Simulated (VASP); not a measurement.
Wanted: the native input for a VASP 6.6.1 run.

```
Task                   : single point
Functional             : PBE
Potentials or basis    : VASP PAW PBE potentials, release 64 (Hf_pv, C)
Cutoff                 : 520 eV
k mesh                 : 16 × 16 × 16
Occupations            : fermi-dirac, width 0.05 eV
Spin                   : no spin polarisation
Dipole correction      : no
Further INCAR settings : ALGO = Normal; EDIFF = 1e-07; NBANDS = 14
```

The structure of HfC (zincblende type) lies in POSCAR:

```
HfC
1.0
    0.0000000000      2.0551192266      2.0551192266
    2.0551192266      0.0000000000      2.0551192266
    2.0551192266      2.0551192266      0.0000000000
Hf C
1 1
Direct
    0.0000000000      0.0000000000      0.0000000000
    0.2500000000      0.2500000000      0.2500000000
```

These files were run (other wordings do the same):

INCAR

```
PREC = Accurate ; ENCUT = 520
EDIFF = 1E-7 ; ISMEAR = -1
SIGMA = 0.05 ; LREAL = False
LASPH = True ; NELM = 60
ALGO = Normal ; ISIF = 2
LWAVE = False ; LCHARG = True
GGA = PE ; LELF = True
LVHAR = True ; NBANDS = 14
```

KPOINTS

```
Automatic mesh
0
Gamma
  16 16 16
```

Potentials or basis: VASP PAW PBE potentials, release 64 (Hf_pv, C).

Command:

```console
$ cat potpaw_PBE.64/Hf_pv/POTCAR potpaw_PBE.64/C/POTCAR > POTCAR
$ mpirun -np 1 vasp_std > vasp.out
```

It gave:

| Property | Result |
| --- | --- |
| Pressure | 287.0 GPa |
| Band gap on the k mesh | zero (bands 7 and 8 overlap by 0.82 eV) |

Caveat: the cell stands under pressure; spin-orbit coupling is left out, which moves the levels of the heavy elements.

Wall time 37 s on 1 thread of Intel Xeon 8259CL, on a shared host, peak memory 0.17 GiB.
